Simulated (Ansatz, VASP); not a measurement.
## HfBiO in VASP and in Ansatz

```
Hf Bi O
1.0
     4.81821    0.00000    0.00000
    -2.40910    4.17269    0.00000
     0.00000    0.00000    3.21675
Hf Bi O
1 1 1
Direct
  0.66667 0.33333 0.50000
  0.33333 0.66667 0.50000
  0.00000 0.00000 0.00000
```

Change from the starting cell: species swapped into the NdCuGe type (P-6m2, No. 187).

Alike in both runs: task relaxation of cell and atoms; functional PBE; k mesh 6 × 6 × 6; occupations gaussian, width 0.1 eV; no spin polarisation.

```csv
,VASP,Ansatz
version,VASP 6.6.1,Ansatz 0.2.0
potentials or method,"VASP PAW PBE potentials, release 64 (Hf_pv, Bi_d, O), cutoff 600 eV","scalar-relativistic, plane waves, PAW"
valence electrons in the cell,31,47
```

VASP gave:

| Property | Result |
| --- | --- |
| gap on the k mesh at the Fermi level, each at its own relaxed structure (eV) | none |
| relaxed volume (Å³/atom) | 21.22 |
| relaxed cell length with the largest relative difference (Å) | 3.150 |

Task: Estimate Ansatz's values.

Result: gap on the k mesh at the Fermi level, each at its own relaxed structure (eV): none; relaxed volume (Å³/atom): 21.43; relaxed cell length with the largest relative difference (Å): 3.164.

A gap of «none» marks a metal or a gap that the smearing closes. VASP's potentials hold 31 valence electrons a cell and Ansatz's 47, so a difference there can come from the potentials and not from the codes.

Spin-orbit coupling is off throughout.
